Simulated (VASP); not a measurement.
AgCl, 4 atoms in the cell. The structure is hexagonal, space group P6_3/mmc (No. 194). Conventional cell: a = 4.005 Å, b = 4.005 Å, c = 6.201 Å, α = 90.00°, β = 90.00°, γ = 120.00°. Within 3.7 Å of Ag (site symmetry -3m) lie 6 Cl at 2.78 Å and 2 Ag at 3.10 Å. Cl (site symmetry -6m2) has 6 Ag at 2.78 Å within 3.7 Å. 

| Quantity | Value |
| --- | --- |
| Program | VASP 6.6.1 |
| Task | single point |
| Functional | PBE |
| Potentials or basis | VASP PAW PBE potentials, release 64 (Ag, Cl) |
| Cutoff | 520 eV |
| k mesh | 6 × 6 × 4 |
| Occupations | gaussian, width 0.01 eV |
| Spin | no spin polarisation |
| Dipole correction | no |
| Further INCAR settings | ALGO = Normal; EDIFF = 1e-07; NBANDS = 26 |

Potentials or basis: VASP PAW PBE potentials, release 64 (Ag, Cl).

Run with:

```console
$ cat potpaw_PBE.64/Ag/POTCAR potpaw_PBE.64/Cl/POTCAR > POTCAR
$ mpirun -np 1 vasp_std > vasp.out
```

Hardware: 1 thread of Intel(R) Xeon(R) Platinum 8488C (Sapphire Rapids), with other jobs on the host.

**Question.** Estimate the wall time of this run.

**Answer.** Run time: 60 s on 1 thread of Intel(R) Xeon(R) Platinum 8488C (Sapphire Rapids), with other jobs on the host, peak memory 0.21 GiB. Counts: scf iterations 14, k points 21.
